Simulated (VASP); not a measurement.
The system is TePb.

```xyz
2
Lattice="0.0000 3.2310 3.2310 3.2310 0.0000 3.2310 3.2310 3.2310 0.0000" Properties=species:S:1:pos:R:3 pbc="T T T"
Te    3.2310    3.2310    3.2310
Pb    0.0000    0.0000    0.0000
```

| Quantity | Value |
| --- | --- |
| Program | VASP 6.6.1 |
| Task | relaxation of cell and atoms |
| Functional | r2SCAN |
| Potentials or basis | VASP PAW PBE potentials, release 64 (Te, Pb_d) |
| Cutoff | 600 eV |
| k mesh | 8 × 8 × 8 |
| Occupations | fermi-dirac, width 0.02 eV |
| Spin | no spin polarisation |

At the start: pressure 1.5 GPa; volume 33.73 Å³/atom.

Question: Where does the relaxation end?

Answer: Over 3 steps the energy falls by 5.4 meV/atom and the volume is 34.89 Å³/atom (+3.4 %); space group Fm-3m (No. 225, to 0.1 Å) before and after.

The path:
```
step  energy change (eV)  largest force (eV/Å)  pressure (GPa)  volume (Å³)
   1              0.0000                0.0000            1.55        67.46
   2             -0.0094                0.0000           -0.53        70.69
   3             -0.0109                0.0000            0.01        69.78
```

Final structure:
```cif
data_structure
_symmetry_space_group_name_H-M 'P 1'
_symmetry_Int_Tables_number 1
_cell_length_a 4.6211
_cell_length_b 4.6211
_cell_length_c 4.6211
_cell_angle_alpha 60.000
_cell_angle_beta 60.000
_cell_angle_gamma 60.000
_cell_volume 69.78
loop_
_atom_site_label
_atom_site_type_symbol
_atom_site_fract_x
_atom_site_fract_y
_atom_site_fract_z
_atom_site_occupancy
Te1 Te 0.50000 0.50000 0.50000 1
Pb1 Pb 0.00000 0.00000 0.00000 1
```

Caveat: the PAW data sets were made with another functional, which shifts forces and pressure a little.
